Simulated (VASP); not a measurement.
Runs of VASP 6.6.1 on Ho3PRu. The structure is that of space group P6/mmm (No. 191), or close to it. The cells are those of the table. The cell was built from a structure type or drawn by symmetry, and may not be a known phase.

| task | spin | cell | k mesh | gap on the mesh (eV) | pressure (GPa) |
| --- | --- | --- | --- | --- | --- |
| single point | off | a = 6.165, b = 6.165, c = 4.318 Å, angles 90.0, 90.0, 120.0°, 5 atoms | 6 × 6 × 10 | none | 0.1 |
| single point | off | a = 5.989, b = 5.989, c = 4.174 Å, angles 90.0, 90.0, 120.0°, 5 atoms | 3 × 3 × 4 | none | (a) |
| relaxation of cell and atoms | off | relaxed from a = 6.175, b = 6.175, c = 4.329 Å, angles 90.0, 90.0, 120.0°, 5 atoms | 6 × 6 × 10 | none | 0.0 |
| single point | collinear, ferromagnetic start | a = 6.175, b = 6.175, c = 4.329 Å, angles 90.0, 90.0, 120.0°, 5 atoms | 3 × 3 × 4 | none | -0.1 |
| single point | off | a = 6.175, b = 6.175, c = 4.329 Å, angles 90.0, 90.0, 120.0°, 5 atoms | 3 × 3 × 4 | none | -0.1 |

Alike in all rows: level PBE; potentials or basis VASP PAW PBE potentials, release 64 (Ho_3, P, Ru_pv), 4f in core; cutoff (eV) 500; smearing gaussian 0.1 eV.

Question: Estimate the missing entries.

Answer: (a) 7.2.

Caveats: some runs use coarse meshes; spin-orbit coupling is left out, which moves the levels of the heavy elements; the 4f electrons are frozen in the core, so they carry no moment and show no levels; the magnetic or orbital state may not be the lowest (at least some runs).

A k mesh can miss the band edges, and the runs leave out spin-orbit coupling on Ho, Ru.

A gap of «none» marks levels without a gap at the run's occupations.
